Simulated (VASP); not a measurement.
A run of VASP 6.6.1 is set up as follows.

The input INCAR:

```
  PREC = Accurate
  ENCUT = 600
  EDIFF = 1E-6
  ISMEAR = -1
  SIGMA = 0.1
  LREAL = False
  LASPH = True
  NELM = 80
  ALGO = Normal
  ISIF = 3
  LWAVE = False
  LCHARG = False
  IBRION = 2
  NSW = 60
  EDIFFG = -0.005
  PSTRESS = 81.0
```

KPOINTS

```
Automatic mesh
0
Gamma
  13 13 13
```

File POSCAR:

```
Sr
1.0
    0.0000000000      2.5787148819      2.5787148819
    2.5787148819      0.0000000000      2.5787148819
    2.5787148819      2.5787148819      0.0000000000
Sr
1
Direct
    0.0000000000      0.0000000000      0.0000000000
```

Potentials or basis: VASP PAW LDA potentials, release 64 (Sr_sv).

Launch:

```sh
$ cat potpaw_LDA.64/Sr_sv/POTCAR > POTCAR
$ mpirun -np 1 vasp_std > vasp.out
```

(1) Estimate the band gap on the k mesh.

## Answers

(1) zero (bands 5 and 6 overlap by 0.19 eV).

Caveat: the cell is relaxed towards a set pressure, so the run minimises the enthalpy, not the energy.
